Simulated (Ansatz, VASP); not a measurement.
**Two plane-wave programs on MnAs**

The input POSCAR:

```
MnAs
1.0
    3.7100000000      0.0000000000      0.0000000000
   -1.8550000000      3.2129542480      0.0000000000
    0.0000000000      0.0000000000      5.6910000000
Mn As
2 2
Direct
    0.0000000000      0.0000000000      0.0000000000
    0.0000000000      0.0000000000      0.5000000000
    0.3333333330      0.6666666670      0.2500000000
    0.6666666670      0.3333333330      0.7500000000
```

The input INCAR.step1:

```
  PREC = Accurate
  ENCUT = 550
  ISMEAR = 0
  SIGMA = 0.1
  LREAL = False
  LASPH = True
  NELM = 200
  ISPIN = 2
  MAGMOM = 3.5 -3.5 0 0
  LMAXMIX = 4
  NBANDS = 30
  GGA = PE
  ALGO = Normal
  EDIFF = 1E-5
  LWAVE = True
  LCHARG = False
  GGA_COMPAT = False
```

Contents of INCAR.step2:

```
  PREC = Accurate
  ENCUT = 550
  EDIFF = 1E-6
  ISMEAR = 0
  SIGMA = 0.1
  LREAL = False
  LASPH = True
  NELM = 200
  ALGO = Normal
  ISIF = 2
  LWAVE = False
  LCHARG = True
  ISPIN = 2
  MAGMOM = 3.5 -3.5 0 0
  LORBIT = 11
  LMAXMIX = 4
  METAGGA = R2SCAN
  LMIXTAU = True
  LELF = True
  LVHAR = True
  NBANDS = 30
  ISTART = 1
  GGA_COMPAT = False
```

Contents of KPOINTS:

```
Automatic mesh
0
Gamma
  6 6 4
```

Input for Ansatz:

```yaml
crystal:
  lattice:
    - [3.71, 0.0, 0.0]
    - [-1.855, 3.212954248, 0.0]
    - [0.0, 0.0, 5.691]
  atoms:
    - { symbol: Mn, position: [0.0, 0.0, 0.0], spin: 3.5 }
    - { symbol: Mn, position: [0.0, 0.0, 0.5], spin: -3.5 }
    - { symbol: As, position: [0.333333333, 0.666666667, 0.25] }
    - { symbol: As, position: [0.666666667, 0.333333333, 0.75] }
basis:
  ecutwfc: 500
kpoints:
  mp_grid: { grid: [6, 6, 4] }
hamiltonian:
  xc: r2scan
  pseudopotentials: { kind: paw }
scf:
  occupations: { method: gaussian, width: 0.1 }
  lower_state_search: "off"
output:
  forces: true
  stress: true
  eigenvalues: true
  populations: true
magnetization:
  spin_polarized: true
```

Alike in both runs: task single point; functional r2SCAN; k mesh 6 × 6 × 4; occupations gaussian, width 0.1 eV; collinear spin.

|  | VASP | Ansatz |
| --- | --- | --- |
| version | VASP 6.6.1 | Ansatz 0.2.0 |
| potentials or method | VASP PAW PBE potentials, release 64 (Mn_pv, As), cutoff 550 eV | scalar-relativistic, plane waves, PAW |
| valence electrons in the cell | 36 | 60 |

Ansatz gave:

* gap on the k mesh at the Fermi level (eV): none
* pressure (GPa): -1.0
* traceless stress, the component that is largest in VASP (GPa): 0.87
* net moment per atom (μB): 0.00
* size of the moment on the site where the two differ most (μB): 3.51

Problem. What did VASP give for the same quantities?

Solution. gap on the k mesh at the Fermi level (eV): none; pressure (GPa): -0.8; traceless stress, the component that is largest in VASP (GPa): 0.78; net moment per atom (μB): 0.00; size of the moment on the site where the two differ most (μB): 3.56.

VASP's potentials were made for PBE, not for r2SCAN. Site moments also hang on the region over which each program counts them. A gap of «none» marks a metal or a gap that the smearing closes. VASP's potentials hold 36 valence electrons a cell and Ansatz's 60, so a difference there can come from the potentials and not from the codes. Ansatz's warnings: stability check not made.
